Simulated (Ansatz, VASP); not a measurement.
Two plane-wave programs on Si7Mo

```
Si Mo
1.0
     4.43797    0.00000    0.00000
    -2.21899    3.84340    0.00000
     0.00000    0.00000    7.05902
Si Mo
7 1
Direct
  0.33333 0.66667 0.00000
  0.66667 0.33333 0.00000
  0.33333 0.66667 0.66355
  0.66667 0.33333 0.66355
  0.66667 0.33333 0.33645
  0.33333 0.66667 0.33645
  0.00000 0.00000 0.00000
  0.00000 0.00000 0.50000
```

Alike in both runs: functional PBE; k mesh 4 × 4 × 3; occupations gaussian, width 0.2 eV; no spin polarisation.

Ansatz relaxed the structure, and its values are those at the end. VASP's run is a single point on that final structure, the one shown.

|  | VASP | Ansatz |
| --- | --- | --- |
| version | VASP 6.6.1 | Ansatz 0.2.0 |
| potentials or method | VASP PAW PBE potentials, release 64 (Si, Mo_sv), cutoff 520 eV | scalar-relativistic, plane waves, PAW |
| valence electrons in the cell | 42 | 42 |

```csv
,VASP,Ansatz,Ansatz less VASP
gap on the k mesh at the Fermi level (eV),none,none,-
pressure (GPa),0.1,0.1,+0.03
rms of the force components (eV/Å),0.007,0.006,-0.0006
```

A gap of «none» marks a metal or a gap that the smearing closes. The functional is the same, so the differences come from potentials, cutoffs and numerics.

The k mesh is coarse, so the values compare programs but aren't converged.
